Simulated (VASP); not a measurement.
# BaTiO3 in VASP: further runs

BaTiO3 is run at these levels: PBE; tasks: electric field gradients.

Program: VASP 6.6.1. These are calculated values, not measurements. Logs are shortened: lines on timing, memory, paths and dates and some standing lists are left out, and cuts for length are marked.

**1. The cell of the first run**

It takes space group R-3m (No. 166, trigonal). Conventional cell: a = 5.696 Å, b = 5.696 Å, c = 6.871 Å, α = 90.00°, β = 90.00°, γ = 120.00°. Ba (site symmetry -3m) has 12 O at 2.82 to 2.85 Å and 8 Ti at 3.44 to 3.48 Å within 3.7 Å. Ti (site symmetry -3m) has 6 O at 2.00 Å within 2.7 Å. Within 2.7 Å of O (site symmetry 2/m) lie 2 Ti at 2.00 Å.

**2. Electric field gradients, PBE (equal xy, yz and zx shear strains of -1 %)**

INCAR reads:

```
SYSTEM = BaTiO3
  PREC = Accurate
  ENCUT = 520
  EDIFF = 1E-8
  ISMEAR = -1
  SIGMA = 0.05
  LREAL = .False.
  LASPH = .True.
  NELM = 60
  ALGO = Normal
  ISIF = 2
  LWAVE = .False.
  LCHARG = .False.
  GGA = PE
  LEFG = .True.
  NBANDS = 28
```

KPOINTS reads:

```
Automatic mesh
0
Gamma
  8 8 8
  0 0 0
```

POSCAR reads:

```
BaTiO3
1.0
    4.0073000000     -0.0200365000     -0.0200365000
   -0.0200365000      4.0073000000     -0.0200365000
   -0.0200365000     -0.0200365000      4.0073000000
Ba Ti O
1 1 3
Direct
    0.5000000000      0.5000000000      0.5000000000
    0.0000000000      0.0000000000      0.0000000000
    0.5000000000      0.0000000000      0.0000000000
    0.0000000000      0.5000000000      0.0000000000
    0.0000000000      0.0000000000      0.5000000000
```

Potentials or basis: VASP PAW PBE potentials, release 64 (Ba_sv, Ti_sv, O).

Started as:

```bash
cat potpaw_PBE.64/Ba_sv/POTCAR potpaw_PBE.64/Ti_sv/POTCAR potpaw_PBE.64/O/POTCAR > POTCAR
mpirun -np 1 vasp_std > vasp.out
```

OUTCAR:

```text
SYSTEM = BaTiO3
   PREC = Accurate
   ENCUT = 520
   EDIFF = 1E-8
   ISMEAR = -1
   LREAL = .False.
   LASPH = .True.
   NELM = 60
   ISIF = 2
   GGA = PE

 ion  position               nearest neighbor table
   1  0.500  0.500  0.500-   3 2.82   4 2.82   5 2.82   3 2.82   4 2.82   5 2.82   5 2.85   3 2.85
                             4 2.85   5 2.85   4 2.85   3 2.85   2 3.44   2 3.44   2 3.48   2 3.48
   2  0.000  0.000  0.000-   3 2.00   4 2.00   5 2.00   5 2.00   4 2.00   3 2.00   1 3.44   1 3.44
                             1 3.48   1 3.48   1 3.48   1 3.48   1 3.48   1 3.48
   3  0.500  0.000  0.000-   2 2.00   2 2.00   1 2.82   1 2.82   1 2.85   1 2.85
   4  0.000  0.500  0.000-   2 2.00   2 2.00   1 2.82   1 2.82   1 2.85   1 2.85
   5  0.000  0.000  0.500-   2 2.00   2 2.00   1 2.82   1 2.82   1 2.85   1 2.85

  LATTYP: Found a trigonal (rhomboedric) cell.
 ALAT       =     4.0074001812
 COS(alpha) =    -0.0099745013

  Lattice vectors:

 A1 = (   4.0073000000,  -0.0200365000,  -0.0200365000)
 A2 = (  -0.0200365000,   4.0073000000,  -0.0200365000)
 A3 = (  -0.0200365000,  -0.0200365000,   4.0073000000)

Analysis of symmetry for initial positions (statically):
=====================================================================
 Subroutine PRICEL returns:
 Original cell was already a primitive cell.

 Routine SETGRP: Setting up the symmetry group for a
 trigonal (rhombohedral) supercell.

 Subroutine GETGRP returns: Found 12 space group operations
 (whereof 12 operations were pure point group operations)
 out of a pool of 12 trial point group operations.

The static configuration has the point symmetry D_3d.

Analysis of symmetry for dynamics (positions and initial velocities):
=====================================================================
 Subroutine PRICEL returns:
 Original cell was already a primitive cell.

 Routine SETGRP: Setting up the symmetry group for a
 trigonal (rhombohedral) supercell.

 Subroutine GETGRP returns: Found 12 space group operations
 (whereof 12 operations were pure point group operations)
 out of a pool of 12 trial point group operations.

The dynamic configuration has the point symmetry D_3d.

 Subroutine INISYM returns: Found 12 space group operations
 (whereof 12 operations are pure point group operations),
 and found     1 'primitive' translations

----------------------------------------------------------------------------------------

                                     Primitive cell

  volume of cell :      64.3462

  direct lattice vectors                    reciprocal lattice vectors
     4.007300000 -0.020036500 -0.020036500     0.249557122  0.001254056  0.001254056
    -0.020036500  4.007300000 -0.020036500     0.001254056  0.249557122  0.001254056
    -0.020036500 -0.020036500  4.007300000     0.001254056  0.001254056  0.249557122

  length of vectors
     4.007400181  4.007400181  4.007400181     0.249563423  0.249563423  0.249563423

  position of ions in fractional coordinates (direct lattice)
     0.500000000  0.500000000  0.500000000
     0.000000000  0.000000000  0.000000000
     0.500000000  0.000000000  0.000000000
     0.000000000  0.500000000  0.000000000
     0.000000000  0.000000000  0.500000000

  ion indices of the primitive-cell ions
   primitive index   ion index
                 1           1
                 2           2
                 3           3
                 4           4
                 5           5

----------------------------------------------------------------------------------------

 KPOINTS: Automatic mesh

Automatic generation of k-mesh.
 Grid dimensions read from file:
 generate k-points for:    8    8    8

 Generating k-lattice:
[... 51 lines left out ...]
   NGXF,Y,Z  is equivalent  to a cutoff of  24.89, 24.89, 24.89 a.u.
 SYSTEM =  BaTiO3
   PREC   = accura    normal or accurate (medium, high low for compatibility)
   ISTART =      0    job   : 0-new  1-cont  2-samecut
   ICHARG =      2    charge: 1-file 2-atom 10-const
   ISPIN  =      1    spin polarized calculation?
   LNONCOLLINEAR =      F non collinear calculations
   LSORBIT =      F    spin-orbit coupling
   LASPH  =      T    aspherical Exc in radial PAW
   ENCUT  =  520.0 eV  38.22 Ry    6.18 a.u.   7.45  7.45  7.45*2*pi/ulx,y,z
   NELM   =     60;   NELMIN=  2; NELMDL= -5     # of ELM steps
   EDIFF  = 0.1E-07   stopping-criterion for ELM
   LREAL  =      F    real-space projection
   EDIFFG = 0.1E-06   stopping-criterion for IOM
   NSW    =      0    number of steps for IOM
   IBRION =     -1    ionic relax: 0-MD 1-quasi-New 2-CG
   NFREE  =      0    steps in history (QN), initial steepest desc. (CG)
   ISIF   =      2    stress and relaxation
   ISYM   =      2    0-nonsym 1-usesym 2-fastsym
   POTIM  = 0.5000    time-step for ionic-motion
   TEBEG  =    0.0;   TEEND  =   0.0 temperature during run
   PSTRESS=    0.0 pullay stress
   NELECT =      40.0000    total number of electrons
   NUPDOWN=      -1.0000    fix difference up-down
   EMIN   =  10.00;   EMAX   =-10.00  energy-range for DOS
   EFERMI =   0.00;   METHOD = LEGACY
   ISMEAR =    -1;   SIGMA  =   0.05  broadening in eV -4-tet -1-fermi 0-gaus
   EFERMI_NEDOS =   21; number of points for ismear=-14 and -15
   IALGO  =     38    algorithm
   IMIX   =      4    mixing-type and parameters
     AMIX     =   0.40;   BMIX     =  1.00
     AMIX_MAG =   1.60;   BMIX_MAG =  1.00
  volume/ion in A,a.u.               =      12.87        86.85
  Fermi-wavevector in a.u.,A,eV,Ry     =   1.397185  2.640297 26.560280  1.952125
  Thomas-Fermi vector in A             =   2.520466
   LORBIT       =      0    0 simple, 1 ext, 2 COOP (PROOUT), +10 PAW based schemes
   GGA     = PE    functional components
   LHFCALC =     F    Hartree Fock is set to
   AEXX    =    0.0000 exact exchange contribution
   IVDW    =     0    specifies the selected vdW correction
   LEPSILON=     F    determine dielectric tensor
   LRPA    =     F    only Hartree local field effects (RPA)
 non-spin polarized calculation
  energy-cutoff  :      520.00
  volume of cell :       64.35
 maximum number of plane-waves:      1756
 NGX is ok and might be reduce to    30
   NGX = 15   NGY = 15   NGZ = 15

 number of electron      39.9999974 magnetization

 Free energy of the ion-electron system (eV)
  ---------------------------------------------------
  ext. energy  EPLUGINS =         0.00000000
  ---------------------------------------------------
  free energy    TOTEN  =       -39.96450466 eV

  energy without entropy =      -39.96450465  energy(sigma->0) =      -39.96450465

 E-fermi :   4.6915     XC(G=0): -11.2415

 val. band max:        3.8233275558   @ k =   0.5000   0.5000   0.5000
 cond. band min:       5.5086283712   @ k =   0.0000   0.0000   0.0000
 fundamental gap:      1.6853008154
 Fermi energy:         4.6915377038

 k-point     1 :       0.0000    0.0000    0.0000
  band No.  band energies     occupation
      1     -52.8461      2.00000
      2     -29.0641      2.00000
      3     -29.0507      2.00000
      4     -29.0507      2.00000
      5     -21.0150      2.00000
      6     -13.0782      2.00000
[... 733 lines left out ...]
     27      11.3315      0.00000
     28      12.4562      0.00000

 [... further k-points ...]

------------------------ aborting loop because EDIFF is reached ----------------------------------------

  FORCE on cell =-STRESS in cart. coord.  units (eV):
  Direction    XX          YY          ZZ          XY          YZ          ZX
  --------------------------------------------------------------------------------------
  -------------------------------------------------------------------------------------
  Total        1.3178943      1.3178943      1.3178943      0.5034637      0.5034637      0.5034637
  in kB       32.8146888     32.8146888     32.8146888     12.5359104     12.5359104     12.5359104
  external PRESSURE =      32.8146888 kB  Pullay stress =       0.0000000 kB

 VOLUME and BASIS-vectors are now :
 -----------------------------------------------------------------------------
  energy-cutoff  :      520.00
  volume of cell :       64.35
      direct lattice vectors                 reciprocal lattice vectors
     4.007300000 -0.020036500 -0.020036500     0.249557122  0.001254056  0.001254056
    -0.020036500  4.007300000 -0.020036500     0.001254056  0.249557122  0.001254056
    -0.020036500 -0.020036500  4.007300000     0.001254056  0.001254056  0.249557122

 POSITION                                       TOTAL-FORCE (eV/Angst)
 -----------------------------------------------------------------------------------
      1.98361      1.98361      1.98361         0.000000     -0.000000     -0.000000
      0.00000      0.00000      0.00000        -0.000000     -0.000000     -0.000000
      2.00365     -0.01002     -0.01002        -0.000000      0.000000     -0.000000
     -0.01002      2.00365     -0.01002        -0.000000     -0.000000     -0.000000
     -0.01002     -0.01002      2.00365         0.000000      0.000000      0.000000
 -----------------------------------------------------------------------------------
    total drift:                                0.000000     -0.000000      0.000000

  FREE ENERGIE OF THE ION-ELECTRON SYSTEM (eV)
  ---------------------------------------------------
  free  energy   TOTEN  =       -39.9645046558 eV

  energy  without entropy=      -39.9645046531  energy(sigma->0) =      -39.96450465

 Electric field gradients (V/A^2)
---------------------------------------------------------------------
 ion       V_xx      V_yy      V_zz      V_xy      V_xz      V_yz
---------------------------------------------------------------------
   1       0.000     0.000    -0.000    -6.282    -6.282    -6.282
   2       0.000    -0.000     0.000     1.842     1.842     1.842
   3      25.188   -12.594   -12.594    -1.368    -1.368     0.116
   4     -12.594    25.188   -12.594    -1.368     0.116    -1.368
   5     -12.594   -12.594    25.188     0.116    -1.368    -1.368
---------------------------------------------------------------------

 Electric field gradients after diagonalization (V/A^2)
 (convention: |V_zz| > |V_xx| > |V_yy|)
----------------------------------------------------------------------
 ion       V_xx      V_yy      V_zz     asymmetry (V_yy - V_xx)/ V_zz
----------------------------------------------------------------------
   1       6.282     6.282   -12.564       0.000
   2      -1.842    -1.842     3.685       0.000
   3     -12.710   -12.577    25.287       0.005
   4     -12.710   -12.577    25.287       0.005
   5     -12.710   -12.577    25.287       0.005
----------------------------------------------------------------------

           NMR quadrupolar parameters

 Cq : quadrupolar parameter    Cq=e*Q*V_zz/h
 eta: asymmetry parameters     (V_yy - V_xx)/ V_zz
 Q  : nuclear electric quadrupole moment in mb (millibarn)
----------------------------------------------------------------------
 ion       Cq(MHz)       eta       Q (mb)
----------------------------------------------------------------------
   1      -0.030       0.000       1.000
   2       0.009       0.000       1.000
   3       0.061       0.005       1.000
   4       0.061       0.005       1.000
   5       0.061       0.005       1.000
----------------------------------------------------------------------
```

Run time: 3.9 min. Hardware: 1 thread of Intel Xeon 8259CL, shared host; peak memory 0.26 GiB.

What came out:

* Free energy: -39.9645 eV
* Pressure: 3.3 GPa
* Band gap on the k mesh: 1.69 eV (least direct gap 1.79 eV)
* Largest electric field gradient by atom: Ba -12.6; Ti +3.7; O +25.3 V/Å²

Stress tensor (GPa, compression positive):
```
3.28 1.25 1.25
1.25 3.28 1.25
1.25 1.25 3.28
```

Electric field gradients, principal values (V/Å²):
| atom | least | middle | greatest (by size) |
| --- | --- | --- | --- |
| 1 Ba | 6.282 | 6.282 | -12.564 |
| 2 Ti | -1.842 | -1.842 | 3.685 |
| 3 O | -12.577 | -12.710 | 25.287 |
| 4 O | -12.577 | -12.710 | 25.287 |
| 5 O | -12.577 | -12.710 | 25.287 |

Caveat: the cell differs from its parent crystal (equal xy, yz and zx shear strains of -1 %); the cell stands under pressure; without QUAD_EFG the Cq values of the log hold for a quadrupole moment of 1 mb, not for the nuclei; spin-orbit coupling is left out, which moves the levels of the heavy elements. A k mesh can miss the band edges.

(Continued in part 2 of 2.)
